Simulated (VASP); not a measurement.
**Ti: single point with PBEsol**

System: Ti, a slab with vacuum.

```
Ti
1.0
     2.89997    0.00000    0.00000
    -1.44998    2.51145    0.00000
     0.00000    0.00000   20.88587
Ti
4
Direct
  0.66667 0.33333 0.33515
  0.33333 0.66667 0.44505
  0.66667 0.33333 0.55888
  0.33333 0.66667 0.66129
```

| Property | Result |
| --- | --- |
| Program | VASP 6.6.1 |
| Task | single point |
| Functional | PBEsol |
| Potentials or basis | VASP PAW PBE potentials, release 64 (Ti_sv) |
| Cutoff | 400 eV |
| k mesh | 12 × 12 × 1 |
| Occupations | gaussian, width 0.1 eV |
| Spin | no spin polarisation |

| Quantity | Value |
| --- | --- |
| Largest force | 0.631 eV/Å |
| Band gap on the k mesh | zero (bands 24 and 25 overlap by 0.88 eV) |

Forces on the atoms (eV/Å):
```
Ti   0.000  0.000  0.625
Ti   0.000  0.000 -0.631
Ti   0.000  0.000  0.001
Ti   0.000  0.000  0.005
```

Levels at points of the mesh, in eV from the Fermi level:
```
           k point  band 21  band 22  band 23  band 24  band 25  band 26
(0.00, 0.00, 0.00)    -0.28    -0.03     0.49     0.52     0.66     0.66
(0.50, 0.00, 0.00)    -1.49    -1.14    -0.74     0.10     0.55     0.71
```

Run time: 5.9 min on 1 thread of Intel Xeon 8259CL, with other jobs on the host, peak memory 0.24 GiB.

Caveat: the PAW data sets were made with another functional, which shifts forces and pressure a little.
